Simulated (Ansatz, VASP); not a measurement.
# KMgF3 in VASP and in Ansatz

Contents of POSCAR:

```
KMgF3
1.0
    4.1688987413      0.0000000000      0.0000000000
    0.0000000000      4.1688987413      0.0000000000
    0.0000000000      0.0000000000      4.1688987413
K Mg F
1 1 3
Direct
    0.5000000000      0.5000000000      0.5000000000
    0.0000000000      0.0000000000      0.0000000000
    0.5000000000      0.0000000000      0.0000000000
    0.0000000000      0.5000000000      0.0000000000
    0.0000000000      0.0000000000      0.5000000000
```

File INCAR.step1:

```
  PREC = Accurate
  ENCUT = 660
  ISMEAR = 0
  SIGMA = 0.01
  LREAL = False
  LASPH = True
  NELM = 120
  NBANDS = 24
  GGA = PE
  ALGO = Normal
  EDIFF = 1E-5
  LWAVE = True
  LCHARG = False
  GGA_COMPAT = False
```

The input INCAR.step2:

```
  PREC = Accurate
  ENCUT = 660
  EDIFF = 1E-6
  ISMEAR = 0
  SIGMA = 0.01
  LREAL = False
  LASPH = True
  NELM = 120
  ALGO = Normal
  ISIF = 2
  LWAVE = False
  LCHARG = False
  METAGGA = R2SCAN
  LMIXTAU = True
  NBANDS = 24
  ISTART = 1
  GGA_COMPAT = False
```

KPOINTS

```
Automatic mesh
0
Gamma
  6 6 6
```

Input for Ansatz:

```yaml
crystal:
  lattice:
    - [4.1688987413, 0.0, 0.0]
    - [0.0, 4.1688987413, 0.0]
    - [0.0, 0.0, 4.1688987413]
  atoms:
    - { symbol: K, position: [0.5, 0.5, 0.5] }
    - { symbol: Mg, position: [0.0, 0.0, 0.0] }
    - { symbol: F, position: [0.5, 0.0, 0.0] }
    - { symbol: F, position: [0.0, 0.5, 0.0] }
    - { symbol: F, position: [0.0, 0.0, 0.5] }
kpoints:
  mp_grid: { grid: [6, 6, 6] }
  band_path:
    path: [[0.0, 0.0, 0.0], [0.0, 0.5, 0.0], [0.5, 0.5, 0.0], [0.5, 0.5, 0.5]]
    npoints: 1
hamiltonian:
  xc: r2scan
scf:
  occupations: { method: fixed }
  n_extra_bands: 5
output:
  forces: true
  stress: true
  eigenvalues: true
  write_density: true
  write_potential: true
  elf: true
  volumetric_format: npy
```

Change from the starting cell: hydrostatic strain +4.7%.

Alike in both runs: task single point; functional r2SCAN; k mesh 6 × 6 × 6; no spin polarisation.

|  | VASP | Ansatz |
| --- | --- | --- |
| version | VASP 6.6.1 | Ansatz 0.2.0 |
| potentials or method | VASP PAW PBE potentials, release 64 (K_sv, Mg, F) | plane waves, PAW |
| plane-wave cutoff (eV) | 660 | 500 |
| occupations | gaussian, width 0.01 eV | fixed |
| valence electrons in the cell | 32 | 40 |

|  | VASP | Ansatz | Ansatz less VASP |
| --- | --- | --- | --- |
| gap on the k mesh at the Fermi level (eV) | 7.27 | 7.29 | +0.020 |
| pressure (GPa) | -8.7 | -7.9 | +0.74 |

VASP's potentials were made for PBE, not for r2SCAN. VASP's potentials hold 32 valence electrons a cell and Ansatz's 40, so a difference there can come from the potentials and not from the codes.
